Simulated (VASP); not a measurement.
A run of VASP 6.6.1 is set up as follows.

The input INCAR:

```
SYSTEM = Si4N
PREC = Accurate ; ENCUT = 520
EDIFF = 1E-6 ; ISMEAR = 0
SIGMA = 0.05 ; LREAL = .False.
LASPH = .True. ; NELM = 150
ALGO = Normal ; ISIF = 2
LWAVE = .False. ; LCHARG = .False.
ISPIN = 2 ; MAGMOM = 0 0 0 0 3
LORBIT = 11 ; LDIPOL = .True.
IDIPOL = 3 ; DIPOL = 0.5 0.5 0.327
GGA = PE ; IVDW = 12
NBANDS = 22
```

KPOINTS

```
regular mesh
0
Gamma
  7 7 1
  0 0 0
```

File POSCAR:

```
Si4N
1.0
    3.8333442755      0.0000000000      0.0000000000
    0.0000000000      3.8333442755      0.0000000000
    0.0000000000      0.0000000000     21.1034818114
Si N
4 1
Direct
    0.0000000000      0.5000000000      0.1895421825
    0.0000000000      0.0000000000      0.2537634269
    0.5000000000      0.0000000000      0.3207061922
    0.5000000000      0.5000000000      0.3839879070
    1.0000000000      0.6250000000      0.4882361074
```

Potentials or basis: VASP PAW PBE potentials, release 64 (Si, N).

The run is started by

```console
$ cat potpaw_PBE.64/Si/POTCAR potpaw_PBE.64/N/POTCAR > POTCAR
$ mpirun -np 1 vasp_std > vasp.out
```

Problem. What does it give for the net moment?

Solution. 1.94 μB per cell.

Problem. Estimate the largest force.

Solution. 1.334 eV/Å.

Forces on the atoms (eV/Å):
```
Si   0.000  0.030  0.005
Si   0.000  0.020  0.177
Si   0.000 -0.084  0.089
Si   0.000  0.327  1.031
N    0.000 -0.293 -1.302
```
